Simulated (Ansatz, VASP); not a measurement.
**TiIn4: VASP beside Ansatz**

```
Ti In
1.0
    -4.56177    4.56177    1.51152
     4.56177   -4.56177    1.51152
     4.56177    4.56177   -1.51152
Ti In
1 4
Cartesian
  0.0000 0.0000 1.5115
  6.6123 0.0000 0.0000
  2.5112 0.0000 0.0000
  0.0000 6.6123 0.0000
  0.0000 2.5112 0.0000
```

Alike in both runs: functional PBE; k mesh 6 × 6 × 6; occupations gaussian, width 0.1 eV; no spin polarisation.

Ansatz relaxed the structure, and its values are those at the end. VASP's run is a single point on that final structure, the one shown.

|  | VASP | Ansatz |
| --- | --- | --- |
| version | VASP 6.6.1 | Ansatz 0.2.0 |
| potentials or method | VASP PAW PBE potentials, release 64 (Ti_sv, In_d), cutoff 520 eV | scalar-relativistic, plane waves, PAW |
| valence electrons in the cell | 64 | 64 |

|  | VASP | Ansatz | Ansatz less VASP |
| --- | --- | --- | --- |
| gap on the k mesh at the Fermi level (eV) | none | none | - |
| pressure (GPa) | 0.0 | 0.0 | -0.02 |
| rms of the force components (eV/Å) | 0.010 | 0.010 | +0.0004 |

A gap of «none» marks a metal or a gap that the smearing closes.

The k mesh is coarse, so the values compare programs but aren't converged.
